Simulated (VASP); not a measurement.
Here is a VASP 6.6.1 calculation.

INCAR

```
SYSTEM = AlN
PREC = Accurate
ENCUT = 520
EDIFF = 1E-7
ISMEAR = 0
SIGMA = 0.01
LREAL = .False.
LASPH = .True.
NELM = 60
ALGO = Normal
ISIF = 2
LWAVE = .False.
LCHARG = .True.
GGA = PE
LELF = .True.
LVHAR = .True.
NBANDS = 11
```

Contents of KPOINTS:

```
Automatic mesh
0
Gamma
  6 6 6
  0 0 0
```

The input POSCAR:

```
AlN
1.0
    0.0000000000      2.0974813560      2.2683174736
    2.0974813560      0.0000000000      2.2683174736
    2.0974813560      2.0974813560      0.0000000000
Al N
1 1
Direct
    0.0000000000      0.0000000000      0.0000000000
    0.2500000000      0.2500000000      0.2500000000
```

Potentials or basis: VASP PAW PBE potentials, release 64 (Al, N).

Command:

```sh
$ cat potpaw_PBE.64/Al/POTCAR potpaw_PBE.64/N/POTCAR > POTCAR
$ mpirun -np 1 vasp_std > vasp.out
```

Task: Estimate the pressure.

Result: 13.9 GPa.

Task: Predict the band gap on the k mesh.

Result: 3.10 eV, indirect (least direct gap 4.41 eV).

Stress tensor (GPa, compression positive):
```
18.27  0.00  0.00
 0.00 18.27  0.00
 0.00  0.00  5.29
```

Caveat: the k points lie up to 0.42 Å⁻¹ apart; the cell differs from its parent crystal (epitaxial xy strain -4.0%). A k mesh can miss the band edges.
